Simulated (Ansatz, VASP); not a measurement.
ZnSe: VASP beside Ansatz

File POSCAR:

```
ZnSe
1.0
    0.0000000000      2.8324206805      2.7457486077
    2.8324206805      0.0000000000      2.7457486077
    2.8324206805      2.8324206805      0.0000000000
Zn Se
1 1
Direct
    0.0000000000      0.0000000000      0.0000000000
    0.2500000000      0.2500000000      0.2500000000
```

The input INCAR.step1:

```
SYSTEM = ZnSe
PREC = Accurate
ENCUT = 520
ISMEAR = 0
SIGMA = 0.01
LREAL = .FALSE.
LASPH = .TRUE.
NELM = 80
NBANDS = 16
GGA = PE
ALGO = Normal
EDIFF = 1E-4
LWAVE = .TRUE.
LCHARG = .FALSE.
```

The input INCAR.step2:

```
SYSTEM = ZnSe
PREC = Accurate
ENCUT = 520
EDIFF = 1E-7
ISMEAR = 0
SIGMA = 0.01
LREAL = .FALSE.
LASPH = .TRUE.
NELM = 80
ALGO = Normal
ISIF = 2
LWAVE = .FALSE.
LCHARG = .FALSE.
METAGGA = R2SCAN
LMIXTAU = .TRUE.
NBANDS = 16
ISTART = 1
```

Contents of KPOINTS:

```
regular mesh
0
G
  8 8 8
  0 0 0
```

Input for Ansatz:

```yaml
crystal:
  lattice:
    - [0.0, 2.8324206805, 2.7457486077]
    - [2.8324206805, 0.0, 2.7457486077]
    - [2.8324206805, 2.8324206805, 0.0]
  atoms:
    - { symbol: Zn, position: [0.0, 0.0, 0.0] }
    - { symbol: Se, position: [0.25, 0.25, 0.25] }
kpoints:
  mp_grid: { grid: [8, 8, 8] }
  band_path:
    path:
      - [0.0, 0.0, 0.0]
      - [-0.5, -0.5, 0.0]
      - [-0.375, -0.375, 0.25]
      - [-0.375, 0.0, 0.375]
      - [0.0, 0.0, 0.5]
      - [-0.5, -0.25, 0.25]
    npoints: 1
hamiltonian:
  xc: r2scan
scf:
  occupations: { method: fixed }
  n_extra_bands: 4
output:
  forces: true
  stress: true
  eigenvalues: true
```

Change from the starting cell: uniaxial_z strain -3.1%.

Alike in both runs: task single point; functional r2SCAN; k mesh 8 × 8 × 8; no spin polarisation.

|  | VASP | Ansatz |
| --- | --- | --- |
| version | VASP 6.6.1 | Ansatz 0.2.0 |
| potentials or method | VASP PAW PBE potentials, release 64 (Zn, Se) | plane waves, PAW |
| plane-wave cutoff (eV) | 520 | 500 |
| occupations | gaussian, width 0.01 eV | fixed |
| valence electrons in the cell | 18 | 28 |

Ansatz gave:

| Item | Value |
| --- | --- |
| gap on the k mesh at the Fermi level (eV) | 1.93 |
| pressure (GPa) | 2.2 |
| traceless stress, the component that is largest in VASP (GPa) | 0.71 |

Question: Which values does VASP return?

Answer: gap on the k mesh at the Fermi level (eV): 1.93; pressure (GPa): 2.3; traceless stress, the component that is largest in VASP (GPa): 0.72.

VASP's potentials were made for PBE, not for r2SCAN. VASP's potentials hold 18 valence electrons a cell and Ansatz's 28, so a difference there can come from the potentials and not from the codes.
